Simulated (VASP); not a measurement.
# YF5 (P4/mmm) in VASP: relaxation of cell and atoms with PBE

Aim: the relaxation of cell and atoms of YF5 with PBE.

Program: VASP 6.6.1. These are calculated values, not measurements. Logs are shortened: lines on timing, memory, paths and dates and some standing lists are left out, and cuts for length are marked.

## Step 1: The cell of the first run

It takes space group P4/mmm (No. 123, tetragonal). The conventional cell has a = 4.871 Å, b = 4.871 Å, c = 4.312 Å, α = 90.00°, β = 90.00°, γ = 90.00°. Within 2.9 Å of Y (site symmetry 4/mmm) lie 10 F at 2.16 to 2.60 Å. F (site symmetry m2m) has 3 F at 1.84 to 2.15 Å within 2.4 Å. F (site symmetry 4/mmm) has 2 Y at 2.16 Å within 2.9 Å.

The cell was generated, and may not be a known phase.

## Step 2: Relaxation of cell and atoms, PBE

INCAR

```
ALGO = Fast
EDIFF = 1E-6
EDIFFG = -0.01
ENCUT = 600
GGA = PE
IBRION = 2
ISIF = 3
ISMEAR = 0
LASPH = T
LCHARG = F
LREAL = F
LWAVE = F
NELM = 80
NSW = 100
PREC = Accurate
SIGMA = 0.1
```

KPOINTS

```
k-points
0
Gamma
  8 8 10
```

POSCAR

```
YF5
1.0
    4.8714716632      0.0000000000      0.0000000000
    0.0000000000      4.8714716632      0.0000000000
    0.0000000000      0.0000000000      4.3119075433
Y F
1 5
Direct
    0.5000000000      0.5000000000      0.0000000000
    0.3115340923      0.0000000000      0.0000000000
    0.6884659077      0.0000000000      0.0000000000
    0.0000000000      0.3115340923      0.0000000000
    0.0000000000      0.6884659077      0.0000000000
    0.5000000000      0.5000000000      0.5000000000
```

Potentials or basis: VASP PAW PBE potentials, release 64 (Y_sv, F).

Launch:

```sh
> cat potpaw_PBE.64/Y_sv/POTCAR potpaw_PBE.64/F/POTCAR > POTCAR
> mpirun -np 1 vasp_std > vasp.out
```

OUTCAR:

```text
EDIFF = 1E-6
   EDIFFG = -0.01
   ENCUT = 600
   GGA = PE
   IBRION = 2
   ISIF = 3
   ISMEAR = 0
   LASPH = T
   LREAL = F
   NELM = 80
   NSW = 100
   PREC = Accurate

 ion  position               nearest neighbor table
   1  0.500  0.500  0.000-   6 2.16   6 2.16   4 2.60   5 2.60   2 2.60   3 2.60   2 2.60   3 2.60
                             4 2.60   5 2.60
   2  0.312  0.000  0.000-   3 1.84   1 2.60   1 2.60
   3  0.688  0.000  0.000-   2 1.84   1 2.60   1 2.60
   4  0.000  0.312  0.000-   5 1.84   1 2.60   1 2.60
   5  0.000  0.688  0.000-   4 1.84   1 2.60   1 2.60
   6  0.500  0.500  0.500-   1 2.16   1 2.16

  LATTYP: Found a simple tetragonal cell.
 ALAT       =     4.8714716632
 C/A-ratio  =     0.8851344812

  Lattice vectors:

 A1 = (   4.8714716632,   0.0000000000,   0.0000000000)
 A2 = (   0.0000000000,   4.8714716632,   0.0000000000)
 A3 = (   0.0000000000,   0.0000000000,   4.3119075433)

Analysis of symmetry for initial positions (statically):
=====================================================================
 Subroutine PRICEL returns:
 Original cell was already a primitive cell.

 Routine SETGRP: Setting up the symmetry group for a
 simple tetragonal supercell.

 Subroutine GETGRP returns: Found 16 space group operations
 (whereof 16 operations were pure point group operations)
 out of a pool of 16 trial point group operations.

The static configuration has the point symmetry D_4h.

Analysis of symmetry for dynamics (positions and initial velocities):
=====================================================================
 Subroutine PRICEL returns:
 Original cell was already a primitive cell.

 Routine SETGRP: Setting up the symmetry group for a
 simple tetragonal supercell.

 Subroutine GETGRP returns: Found 16 space group operations
 (whereof 16 operations were pure point group operations)
 out of a pool of 16 trial point group operations.

The dynamic configuration has the point symmetry D_4h.

 Subroutine INISYM returns: Found 16 space group operations
 (whereof 16 operations are pure point group operations),
 and found     1 'primitive' translations

----------------------------------------------------------------------------------------

                                     Primitive cell

  volume of cell :     102.3269

  direct lattice vectors                    reciprocal lattice vectors
     4.871471663  0.000000000  0.000000000     0.205276777  0.000000000  0.000000000
     0.000000000  4.871471663  0.000000000     0.000000000  0.205276777  0.000000000
     0.000000000  0.000000000  4.311907543     0.000000000  0.000000000  0.231915919

  length of vectors
     4.871471663  4.871471663  4.311907543     0.205276777  0.205276777  0.231915919

  position of ions in fractional coordinates (direct lattice)
     0.500000000  0.500000000  0.000000000
     0.311534092  0.000000000  0.000000000
     0.688465908  0.000000000  0.000000000
     0.000000000  0.311534092  0.000000000
     0.000000000  0.688465908  0.000000000
     0.500000000  0.500000000  0.500000000

  ion indices of the primitive-cell ions
   primitive index   ion index
                 1           1
                 2           2
                 3           3
                 4           4
                 5           5
                 6           6

----------------------------------------------------------------------------------------

 KPOINTS: k-points

Automatic generation of k-mesh.
 Grid dimensions read from file:
 generate k-points for:    8    8   10

 Generating k-lattice:

  Cartesian coordinates                     Fractional coordinates (reciprocal lattice)
     0.025659597  0.000000000  0.000000000     0.125000000  0.000000000  0.000000000
     0.000000000  0.025659597  0.000000000     0.000000000  0.125000000  0.000000000
     0.000000000  0.000000000  0.023191592     0.000000000  0.000000000  0.100000000

  Length of vectors
     0.025659597  0.025659597  0.023191592

  Shift w.r.t. Gamma in fractional coordinates (k-lattice)
     0.000000000  0.000000000  0.000000000

 Subroutine IBZKPT returns following result:
 ===========================================

 Found     90 irreducible k-points:

 Following reciprocal coordinates:
            Coordinates               Weight
  0.000000  0.000000  0.000000      1.000000
  0.125000  0.000000  0.000000      4.000000
  0.250000  0.000000  0.000000      4.000000
  0.375000  0.000000  0.000000      4.000000
  0.500000  0.000000  0.000000      2.000000
  0.125000  0.125000  0.000000      4.000000
[... 16 lines left out ...]
  0.375000  0.125000  0.100000     16.000000
  0.500000  0.125000  0.100000      8.000000
 [... further k-points ...]
   k-points           NKPTS =     90   k-points in BZ     NKDIM =     90   number of bands    NBANDS=     27
   number of dos      NEDOS =    301   number of ions     NIONS =      6
   total plane-waves  NPLWV =  57600
   dimension x,y,z NGX =    40 NGY =   40 NGZ =   36
   dimension x,y,z NGXF=    80 NGYF=   80 NGZF=   72
   ions per type =               1   5
   NGX,Y,Z   is equivalent  to a cutoff of  13.65, 13.65, 13.88 a.u.
   NGXF,Y,Z  is equivalent  to a cutoff of  27.30, 27.30, 27.76 a.u.
 SYSTEM =  unknown system
   PREC   = accura    normal or accurate (medium, high low for compatibility)
   ISTART =      0    job   : 0-new  1-cont  2-samecut
   ICHARG =      2    charge: 1-file 2-atom 10-const
   ISPIN  =      1    spin polarized calculation?
   LNONCOLLINEAR =      F non collinear calculations
   LSORBIT =      F    spin-orbit coupling
   LASPH  =      T    aspherical Exc in radial PAW
   ENCUT  =  600.0 eV  44.10 Ry    6.64 a.u.   9.73  9.73  8.61*2*pi/ulx,y,z
   NELM   =     80;   NELMIN=  2; NELMDL= -5     # of ELM steps
   EDIFF  = 0.1E-05   stopping-criterion for ELM
   LREAL  =      F    real-space projection
   EDIFFG = -.1E-01   stopping-criterion for IOM
   NSW    =    100    number of steps for IOM
   IBRION =      2    ionic relax: 0-MD 1-quasi-New 2-CG
   NFREE  =      1    steps in history (QN), initial steepest desc. (CG)
   ISIF   =      3    stress and relaxation
   ISYM   =      2    0-nonsym 1-usesym 2-fastsym
   POTIM  = 0.5000    time-step for ionic-motion
   TEBEG  =    0.0;   TEEND  =   0.0 temperature during run
   PSTRESS=    0.0 pullay stress
   NELECT =      46.0000    total number of electrons
   NUPDOWN=      -1.0000    fix difference up-down
   EMIN   =  10.00;   EMAX   =-10.00  energy-range for DOS
   EFERMI =   0.00;   METHOD = LEGACY
   ISMEAR =     0;   SIGMA  =   0.10  broadening in eV -4-tet -1-fermi 0-gaus
   EFERMI_NEDOS =   21; number of points for ismear=-14 and -15
   IALGO  =     68    algorithm
   IMIX   =      4    mixing-type and parameters
     AMIX     =   0.40;   BMIX     =  1.00
     AMIX_MAG =   1.60;   BMIX_MAG =  1.00
  volume/ion in A,a.u.               =      17.05       115.09
  Fermi-wavevector in a.u.,A,eV,Ry     =   1.254096  2.369898 21.398661  1.572757
  Thomas-Fermi vector in A             =   2.387917
   LORBIT       =      0    0 simple, 1 ext, 2 COOP (PROOUT), +10 PAW based schemes
   GGA     = PE    functional components
   LHFCALC =     F    Hartree Fock is set to
   AEXX    =    0.0000 exact exchange contribution
   IVDW    =     0    specifies the selected vdW correction
   LEPSILON=     F    determine dielectric tensor
   LRPA    =     F    only Hartree local field effects (RPA)
 conjugate gradient relaxation of ions
 non-spin polarized calculation
 RMM-DIIS sequential band-by-band and
 Gauss-broadening in eV      SIGMA  =   0.10
  energy-cutoff  :      600.00
  volume of cell :      102.33
 maximum number of plane-waves:      3441
 NGX is ok and might be reduce to    40
   NGX = 19   NGY = 19   NGZ = 17

--------------------------------------- Ionic step        1  -------------------------------------------

 number of electron      45.9999937 magnetization

 Free energy of the ion-electron system (eV)
  ---------------------------------------------------
  ext. energy  EPLUGINS =         0.00000000
  ---------------------------------------------------
  free energy    TOTEN  =       -29.15825524 eV

  energy without entropy =      -29.13656083  energy(sigma->0) =      -29.14740804

------------------------ aborting loop because EDIFF is reached ----------------------------------------

  FORCE on cell =-STRESS in cart. coord.  units (eV):
  Direction    XX          YY          ZZ          XY          YZ          ZX
  --------------------------------------------------------------------------------------
  -------------------------------------------------------------------------------------
  Total       -0.3289804     -0.3289804     -0.1695731      0.0000000     -0.0000000      0.0000000
  in kB       -5.1509919     -5.1509919     -2.6550803      0.0000000     -0.0000000      0.0000000
  external PRESSURE =      -4.3190214 kB  Pullay stress =       0.0000000 kB
[... 145 lines left out ...]
  energy  without entropy=      -29.1379177544  energy(sigma->0) =      -29.14888351

--------------------------------------- Ionic step        5  -------------------------------------------

 number of electron      45.9999944 magnetization

 Free energy of the ion-electron system (eV)
  ---------------------------------------------------
  ext. energy  EPLUGINS =         0.00000000
  ---------------------------------------------------
  free energy    TOTEN  =       -29.15985770 eV

  energy without entropy =      -29.13794868  energy(sigma->0) =      -29.14890319

 E-fermi :  -1.6107     XC(G=0):  -8.0741

 val. band max:       -1.6303629883   @ k =   0.1250   0.0000   0.5000
 cond. band min:      -1.6041674402   @ k =   0.0000   0.0000   0.1000
 fundamental gap:      0.0261955481
 Fermi energy:        -1.6106649915

 k-point     1 :       0.0000    0.0000    0.0000
  band No.  band energies     occupation
      1     -43.6419      2.00000
      2     -24.6281      2.00000
      3     -24.3463      2.00000
      4     -23.6953      2.00000
      5     -23.5624      2.00000
      6     -23.5624      2.00000
[... 709 lines left out ...]
     26       3.3753      0.00000
     27       3.9493      0.00000

 [... further k-points ...]

------------------------ aborting loop because EDIFF is reached ----------------------------------------

  FORCE on cell =-STRESS in cart. coord.  units (eV):
  Direction    XX          YY          ZZ          XY          YZ          ZX
  --------------------------------------------------------------------------------------
  -------------------------------------------------------------------------------------
  Total        0.0247100      0.0247100      0.0076162      0.0000000      0.0000000      0.0000000
  in kB        0.3900566      0.3900566      0.1202250      0.0000000      0.0000000      0.0000000
  external PRESSURE =       0.3001127 kB  Pullay stress =       0.0000000 kB
[... 21 lines left out ...]
  FREE ENERGIE OF THE ION-ELECTRON SYSTEM (eV)
  ---------------------------------------------------
  free  energy   TOTEN  =       -29.1598576998 eV

  energy  without entropy=      -29.1379486768  energy(sigma->0) =      -29.14890319

 reached required accuracy - stopping structural energy minimisation
```

Run time: 25 min. Hardware: 1 thread of Oxide Virtual Turin-like, shared host; peak memory 0.41 GiB.

Results:

- Free energy: -29.1599 eV
- Relaxed volume: 16.92 Å³/atom
- Relaxed cell: a = 4.855 Å, b = 4.855 Å, c = 4.306 Å, α = 90.00°, β = 90.00°, γ = 90.00°
- Space group after relaxing (to 0.1 Å): P4/mmm (No. 123)
- Energy gained by relaxing: 0.3 meV/atom
- Ionic steps: 5
- Pressure after relaxing: 0.0 GPa
- Largest force after relaxing: 0.007 eV/Å
- Band gap on the k mesh: zero (filled and empty bands touch)

Forces in eV/Å, atoms in the order of the input:
```
Y    0.000  0.000  0.000
F   -0.007  0.000  0.000
F    0.007  0.000  0.000
F    0.000 -0.007  0.000
F    0.000  0.007  0.000
F    0.000  0.000  0.000
```

The path:
```csv
step,energy change (eV),largest force (eV/Å),pressure (GPa),volume (Å³)
1,0.0000,0.0667,-0.43,102.33
2,-0.0016,0.0031,-0.07,101.65
3,-0.0016,0.0117,-0.03,101.56
4,-0.0016,0.0135,-0.01,101.55
5,-0.0016,0.0073,0.03,101.50
```

Final structure:
```cif
data_structure
_symmetry_space_group_name_H-M 'P 1'
_symmetry_Int_Tables_number 1
_cell_length_a 4.8550
_cell_length_b 4.8550
_cell_length_c 4.3060
_cell_angle_alpha 90.000
_cell_angle_beta 90.000
_cell_angle_gamma 90.000
_cell_volume 101.50
loop_
_atom_site_label
_atom_site_type_symbol
_atom_site_fract_x
_atom_site_fract_y
_atom_site_fract_z
_atom_site_occupancy
Y1 Y 0.50000 0.50000 0.00000 1
F1 F 0.31088 0.00000 0.00000 1
F2 F 0.68912 0.00000 0.00000 1
F3 F 0.00000 0.31088 0.00000 1
F4 F 0.00000 0.68912 0.00000 1
F5 F 0.50000 0.50000 0.50000 1
```

The gap in the log of VASP goes by the Fermi energy; the results here count the filled bands.